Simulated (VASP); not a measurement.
# ZrBr (R-3m) in VASP: single point with LDA

Aim: the single point of ZrBr with LDA.

Program: VASP 6.6.1. These are calculated values, not measurements. Logs are shortened: lines on timing, memory, paths and dates and some standing lists are left out, and cuts for length are marked.

**1. The cell of the first run**

It takes space group R-3m (No. 166, trigonal). Conventional cell: a = 3.433 Å, b = 3.433 Å, c = 28.071 Å, α = 90.00°, β = 90.00°, γ = 120.00°. Within 3.6 Å of Zr (site symmetry 3m) lie 3 Br at 2.71 Å and 9 Zr at 3.10 to 3.43 Å. Br (site symmetry 3m) has 3 Zr at 2.71 Å and 6 Br at 3.43 Å within 3.6 Å.

**2. Single point, LDA (equal xx and yy strain of -2 %)**

INCAR reads:

```
SYSTEM = ZrBr
PREC = Accurate
ENCUT = 520
EDIFF = 1E-6
ISMEAR = -1
SIGMA = 0.02
LREAL = .False.
LASPH = .True.
NELM = 80
ALGO = Normal
ISIF = 2
LWAVE = .False.
LCHARG = .False.
GGA = CA
NBANDS = 27
```

KPOINTS reads:

```
Automatic mesh
0
Gamma
  10 10 10
  0 0 0
```

POSCAR reads:

```
ZrBr
1.0
    1.7165203596      0.9910334917      9.3570000000
   -1.7165203596      0.9910334917      9.3570000000
    0.0000000000     -1.9820669834      9.3570000000
Zr Br
2 2
Direct
    0.2092000000      0.2092000000      0.2092000000
    0.7908000000      0.7908000000      0.7908000000
    0.3917000000      0.3917000000      0.3917000000
    0.6083000000      0.6083000000      0.6083000000
```

Potentials or basis: VASP PAW LDA potentials, release 64 (Zr_sv, Br).

The run is started by

```sh
cat potpaw_LDA.64/Zr_sv/POTCAR potpaw_LDA.64/Br/POTCAR > POTCAR
mpirun -np 1 vasp_std > vasp.out
```

OUTCAR:

```text
SYSTEM = ZrBr
   PREC = Accurate
   ENCUT = 520
   EDIFF = 1E-6
   ISMEAR = -1
   LREAL = .False.
   LASPH = .True.
   NELM = 80
   ISIF = 2
   GGA = CA

 ion  position               nearest neighbor table
   1  0.209  0.209  0.209-   4 2.71   4 2.71   4 2.71   2 3.10   2 3.10   2 3.10
   2  0.791  0.791  0.791-   3 2.71   3 2.71   3 2.71   1 3.10   1 3.10   1 3.10
   3  0.392  0.392  0.392-   2 2.71   2 2.71   2 2.71
   4  0.608  0.608  0.608-   1 2.71   1 2.71   1 2.71

  LATTYP: Found a trigonal (rhomboedric) cell.
 ALAT       =     9.5646243275
 COS(alpha) =     0.9355842482

  Lattice vectors:

 A1 = (   1.7165203596,   0.9910334917,   9.3570000000)
 A2 = (  -1.7165203596,   0.9910334917,   9.3570000000)
 A3 = (   0.0000000000,  -1.9820669834,   9.3570000000)

Analysis of symmetry for initial positions (statically):
=====================================================================
 Subroutine PRICEL returns:
 Original cell was already a primitive cell.

 Routine SETGRP: Setting up the symmetry group for a
 trigonal (rhombohedral) supercell.

 Subroutine GETGRP returns: Found 12 space group operations
 (whereof 12 operations were pure point group operations)
 out of a pool of 12 trial point group operations.

The static configuration has the point symmetry D_3d.

Analysis of symmetry for dynamics (positions and initial velocities):
=====================================================================
 Subroutine PRICEL returns:
 Original cell was already a primitive cell.

 Routine SETGRP: Setting up the symmetry group for a
 trigonal (rhombohedral) supercell.

 Subroutine GETGRP returns: Found 12 space group operations
 (whereof 12 operations were pure point group operations)
 out of a pool of 12 trial point group operations.

The dynamic configuration has the point symmetry D_3d.

 Subroutine INISYM returns: Found 12 space group operations
 (whereof 12 operations are pure point group operations),
 and found     1 'primitive' translations

----------------------------------------------------------------------------------------

                                     Primitive cell

  volume of cell :      95.5048

  direct lattice vectors                    reciprocal lattice vectors
     1.716520360  0.991033492  9.357000000     0.291286962  0.168174606  0.035623954
    -1.716520360  0.991033492  9.357000000    -0.291286962  0.168174606  0.035623954
     0.000000000 -1.982066983  9.357000000     0.000000000 -0.336349211  0.035623954

  length of vectors
     9.564624328  9.564624328  9.564624328     0.338230481  0.338230481  0.338230481

  position of ions in fractional coordinates (direct lattice)
     0.209200000  0.209200000  0.209200000
     0.790800000  0.790800000  0.790800000
     0.391700000  0.391700000  0.391700000
     0.608300000  0.608300000  0.608300000

  ion indices of the primitive-cell ions
   primitive index   ion index
                 1           1
                 2           2
                 3           3
                 4           4

----------------------------------------------------------------------------------------

 KPOINTS: Automatic mesh

Automatic generation of k-mesh.
 Grid dimensions read from file:
 generate k-points for:   10   10   10

 Generating k-lattice:

  Cartesian coordinates                     Fractional coordinates (reciprocal lattice)
     0.029128696  0.016817461  0.003562395     0.100000000  0.000000000 -0.000000000
    -0.029128696  0.016817461  0.003562395     0.000000000  0.100000000 -0.000000000
     0.000000000 -0.033634921  0.003562395    -0.000000000 -0.000000000  0.100000000

  Length of vectors
     0.033823048  0.033823048  0.033823048

  Shift w.r.t. Gamma in fractional coordinates (k-lattice)
     0.000000000  0.000000000  0.000000000

 Subroutine IBZKPT returns following result:
 ===========================================

 Found    116 irreducible k-points:

 Following reciprocal coordinates:
            Coordinates               Weight
  0.000000  0.000000  0.000000      1.000000
  0.100000  0.000000  0.000000      6.000000
  0.200000  0.000000  0.000000      6.000000
  0.300000 -0.000000 -0.000000      6.000000
  0.400000 -0.000000 -0.000000      6.000000
  0.500000 -0.000000 -0.000000      3.000000
[... 16 lines left out ...]
  0.300000  0.300000 -0.000000      6.000000
  0.400000  0.300000 -0.000000     12.000000
 [... further k-points ...]
   k-points           NKPTS =    116   k-points in BZ     NKDIM =    116   number of bands    NBANDS=     27
   number of dos      NEDOS =    301   number of ions     NIONS =      4
   total plane-waves  NPLWV = 373248
   dimension x,y,z NGX =    72 NGY =   72 NGZ =   72
   dimension x,y,z NGXF=   144 NGYF=  144 NGZF=  144
   ions per type =               2   2
   NGX,Y,Z   is equivalent  to a cutoff of  12.51, 12.51, 12.51 a.u.
   NGXF,Y,Z  is equivalent  to a cutoff of  25.03, 25.03, 25.03 a.u.
 SYSTEM =  ZrBr
   PREC   = accura    normal or accurate (medium, high low for compatibility)
   ISTART =      0    job   : 0-new  1-cont  2-samecut
   ICHARG =      2    charge: 1-file 2-atom 10-const
   ISPIN  =      1    spin polarized calculation?
   LNONCOLLINEAR =      F non collinear calculations
   LSORBIT =      F    spin-orbit coupling
   LASPH  =      T    aspherical Exc in radial PAW
   ENCUT  =  520.0 eV  38.22 Ry    6.18 a.u.  17.78 17.78 17.78*2*pi/ulx,y,z
   NELM   =     80;   NELMIN=  2; NELMDL= -5     # of ELM steps
   EDIFF  = 0.1E-05   stopping-criterion for ELM
   LREAL  =      F    real-space projection
   EDIFFG = 0.1E-04   stopping-criterion for IOM
   NSW    =      0    number of steps for IOM
   IBRION =     -1    ionic relax: 0-MD 1-quasi-New 2-CG
   NFREE  =      0    steps in history (QN), initial steepest desc. (CG)
   ISIF   =      2    stress and relaxation
   ISYM   =      2    0-nonsym 1-usesym 2-fastsym
   POTIM  = 0.5000    time-step for ionic-motion
   TEBEG  =    0.0;   TEEND  =   0.0 temperature during run
   PSTRESS=    0.0 pullay stress
   NELECT =      38.0000    total number of electrons
   NUPDOWN=      -1.0000    fix difference up-down
   EMIN   =  10.00;   EMAX   =-10.00  energy-range for DOS
   EFERMI =   0.00;   METHOD = LEGACY
   ISMEAR =    -1;   SIGMA  =   0.02  broadening in eV -4-tet -1-fermi 0-gaus
   EFERMI_NEDOS =   21; number of points for ismear=-14 and -15
   IALGO  =     38    algorithm
   IMIX   =      4    mixing-type and parameters
     AMIX     =   0.40;   BMIX     =  1.00
     AMIX_MAG =   1.60;   BMIX_MAG =  1.00
  volume/ion in A,a.u.               =      23.88       161.12
  Fermi-wavevector in a.u.,A,eV,Ry     =   1.204096  2.275411 19.726356  1.449846
  Thomas-Fermi vector in A             =   2.339830
   LORBIT       =      0    0 simple, 1 ext, 2 COOP (PROOUT), +10 PAW based schemes
   GGA     = CA    functional components
   LHFCALC =     F    Hartree Fock is set to
   AEXX    =    0.0000 exact exchange contribution
   IVDW    =     0    specifies the selected vdW correction
   LEPSILON=     F    determine dielectric tensor
   LRPA    =     F    only Hartree local field effects (RPA)
 non-spin polarized calculation
  energy-cutoff  :      520.00
  volume of cell :       95.50
 maximum number of plane-waves:      2602
   NGX = 35   NGY = 35   NGZ = 35

 number of electron      38.0000000 magnetization

 Free energy of the ion-electron system (eV)
  ---------------------------------------------------
  ext. energy  EPLUGINS =         0.00000000
  ---------------------------------------------------
  free energy    TOTEN  =       -27.06780656 eV

  energy without entropy =      -27.06452613  energy(sigma->0) =      -27.06616635

 E-fermi :   7.0158     XC(G=0): -10.4331

 val. band max:        7.0136726611   @ k =   0.4000   0.3000   0.3000
 cond. band min:       7.0158409313   @ k =   0.4000   0.4000   0.3000
 fundamental gap:      0.0021682702
 Fermi energy:         7.0157711457

 k-point     1 :       0.0000    0.0000    0.0000
  band No.  band energies     occupation
      1     -42.1068      2.00000
      2     -42.0084      2.00000
      3     -20.6555      2.00000
      4     -20.1371      2.00000
      5     -20.0693      2.00000
      6     -20.0693      2.00000
[... 19 lines left out ...]
     26      10.2816      0.00000
     27      10.2821      0.00000

 k-point     2 :       0.1000    0.0000    0.0000
  band No.  band energies     occupation
      1     -42.1006      2.00000
      2     -42.0064      2.00000
      3     -20.6382      2.00000
      4     -20.1963      2.00000
      5     -20.0827      2.00000
      6     -20.0537      2.00000
[... 19 lines left out ...]
     26       9.9578      0.00000
     27      10.3809      0.00000

 k-point     3 :       0.2000    0.0000    0.0000
  band No.  band energies     occupation
      1     -42.0839      2.00000
      2     -42.0019      2.00000
      3     -20.5947      2.00000
      4     -20.3120      2.00000
      5     -20.1164      2.00000
      6     -20.1095      2.00000
[... 19 lines left out ...]
     26      10.3157      0.00000
     27      10.5745      0.00000

 k-point     4 :       0.3000   -0.0000   -0.0000
  band No.  band energies     occupation
      1     -42.0616      2.00000
      2     -41.9979      2.00000
      3     -20.5539      2.00000
      4     -20.4383      2.00000
      5     -20.2074      2.00000
      6     -20.1563      2.00000
[... 19 lines left out ...]
     26      10.7193      0.00000
     27      10.9813      0.00000
[... 516 lines left out ...]
      4     -20.4433      2.00000
      5     -20.3125      2.00000
      6     -20.1196      2.00000
[... 19 lines left out ...]
     26      10.7640      0.00000
     27      11.1618      0.00000

 k-point    23 :       0.3000    0.3000   -0.0000
  band No.  band energies     occupation
      1     -42.0616      2.00000
      2     -41.9979      2.00000
      3     -20.5539      2.00000
      4     -20.4383      2.00000
      5     -20.2074      2.00000
      6     -20.1563      2.00000
[... 19 lines left out ...]
     26      10.7893      0.00000
     27      11.4679      0.00000

 k-point    24 :       0.4000    0.3000   -0.0000
  band No.  band energies     occupation
      1     -42.0477      2.00000
      2     -41.9971      2.00000
      3     -20.5413      2.00000
      4     -20.4850      2.00000
      5     -20.2704      2.00000
      6     -20.1591      2.00000
[... 19 lines left out ...]
     26      10.7076      0.00000
     27      11.6416      0.00000

 [... further k-points ...]
[... 5 lines left out ...]
  --------------------------------------------------------------------------------------
  -------------------------------------------------------------------------------------
  Total        0.2155069      0.2155069     -0.4623996      0.0000000      0.0000000      0.0000000
  in kB        3.6153182      3.6153182     -7.7571626      0.0000000      0.0000000      0.0000000
  external PRESSURE =      -0.1755087 kB  Pullay stress =       0.0000000 kB

 VOLUME and BASIS-vectors are now :
 -----------------------------------------------------------------------------
  energy-cutoff  :      520.00
  volume of cell :       95.50
      direct lattice vectors                 reciprocal lattice vectors
     1.716520360  0.991033492  9.357000000     0.291286962  0.168174606  0.035623954
    -1.716520360  0.991033492  9.357000000    -0.291286962  0.168174606  0.035623954
     0.000000000 -1.982066983  9.357000000     0.000000000 -0.336349211  0.035623954

 POSITION                                       TOTAL-FORCE (eV/Angst)
 -----------------------------------------------------------------------------------
      0.00000      0.00000      5.87245         0.000000     -0.000000     -0.427698
      0.00000      0.00000     22.19855         0.000000     -0.000000      0.427698
      0.00000      0.00000     10.99541         0.000000      0.000000     -0.135188
      0.00000      0.00000     17.07559         0.000000     -0.000000      0.135188
 -----------------------------------------------------------------------------------
    total drift:                                0.000000     -0.000000      0.000000

  FREE ENERGIE OF THE ION-ELECTRON SYSTEM (eV)
  ---------------------------------------------------
  free  energy   TOTEN  =       -27.0678065641 eV

  energy  without entropy=      -27.0645261307  energy(sigma->0) =      -27.06616635
```

It took 53 min on 1 thread of Oxide Virtual Turin-like, shared host; peak memory 0.65 GiB.

What came out:

```yaml
Free_energy: -27.0678 eV
Pressure: 0.0 GPa
Largest_force: 0.428 eV/Å
Band_gap_on_the_k_mesh: zero (bands 19 and 20 overlap by 0.38 eV)
```

Forces in eV/Å, atoms in the order of the input:
```
Zr   0.000  0.000 -0.428
Zr   0.000  0.000  0.428
Br   0.000  0.000 -0.135
Br   0.000  0.000  0.135
```

Caveat: the cell differs from its parent crystal (equal xx and yy strain of -2 %).
